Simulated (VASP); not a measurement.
**BP4: single point with PBE**

Crystal: BP4.

```
B P
1.0
    -2.09034    2.09034    5.39029
     2.09034   -2.09034    5.39029
     2.09034    2.09034   -5.39029
B P
1 4
Direct
  0.00000 0.00000 0.00000
  0.38604 0.38604 0.00000
  0.61396 0.61396 0.00000
  0.75000 0.25000 0.50000
  0.25000 0.75000 0.50000
```

- Program: VASP 6.6.1
- Task: single point
- Functional: PBE
- Potentials or basis: VASP PAW PBE potentials, release 64 (B, P)
- Cutoff: 520 eV
- k mesh: 6 × 6 × 6
- Occupations: gaussian, width 0.1 eV
- Spin: no spin polarisation
- Dipole correction: no
- Further INCAR settings: ALGO = Normal; EDIFF = 1e-07; NBANDS = 20

```json
{
  "Pressure": "-7.6 GPa",
  "Largest force": "1.305 eV/Å"
}
```

Forces on the atoms (eV/Å):
```
B    0.000  0.000  0.000
P    0.000  0.000 -1.305
P    0.000  0.000  1.305
P    0.000  0.000  0.000
P    0.000  0.000  0.000
```

Stress tensor (GPa, compression positive):
```
-7.88  0.00  0.00
 0.00 -7.88  0.00
 0.00  0.00 -7.07
```

Levels at points of the mesh, in eV from the Fermi level:
```
           k point  band 7  band 8  band 9  band 10  band 11  band 12  band 13  band 14  band 15  band 16
(0.00, 0.00, 0.00)   -4.71   -2.99   -2.99    -2.02    -1.07     0.03     0.86     0.86     1.47     3.41
(0.50, 0.00, 0.00)   -4.10   -3.77   -3.17    -1.95    -1.24     0.63     0.65     0.68     2.01     2.29
(0.50, 0.50, 0.00)   -4.80   -4.28   -3.41    -2.22     0.95     1.00     1.13     1.72     2.65     2.68
(0.50, 0.50, 0.50)   -5.25   -4.16   -1.73    -1.73    -0.71     0.11     0.14     0.14     0.52     2.75
```

Wall time 54 s on 1 thread of Intel(R) Xeon(R) Platinum 8488C (Sapphire Rapids), on a shared host, peak memory 0.3 GiB.

Caveat: forces of over 1 eV/Å act on the atoms, so gaps and moduli don't describe the material at rest.
